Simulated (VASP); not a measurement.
Here is a VASP 6.6.1 calculation.

File INCAR:

```
SYSTEM = Hg
PREC = Accurate
ENCUT = 520
EDIFF = 1E-6
ISMEAR = 1
SIGMA = 0.6
LREAL = .FALSE.
LASPH = .TRUE.
NELM = 80
ALGO = Normal
ISIF = 2
LWAVE = .FALSE.
LCHARG = .FALSE.
GGA = CA
NBANDS = 12
```

KPOINTS

```
regular mesh
0
G
  11 11 11
  0 0 0
```

POSCAR

```
Hg
1.0
    1.7463233735      1.0082402698      2.1478810803
   -1.7463233735      1.0082402698      2.1478810803
    0.0000000000     -2.0164805396      2.1478810803
Hg
1
Direct
    0.0000000000      1.0000000000      0.0000000000
```

Potentials or basis: VASP PAW LDA potentials, release 64 (Hg).

Launch:

```bash
$ cat potpaw_LDA.64/Hg/POTCAR > POTCAR
$ mpirun -np 1 vasp_std > vasp.out
```

(1) Predict the band gap on the k mesh.

(2) Estimate the pressure.

Answers

(1) zero (bands 6 and 7 overlap by 2.76 eV).

(2) 0.7 GPa.

Caveat: so wide a smearing shifts energies and pressures; spin-orbit coupling is left out, which moves the levels of the heavy elements.
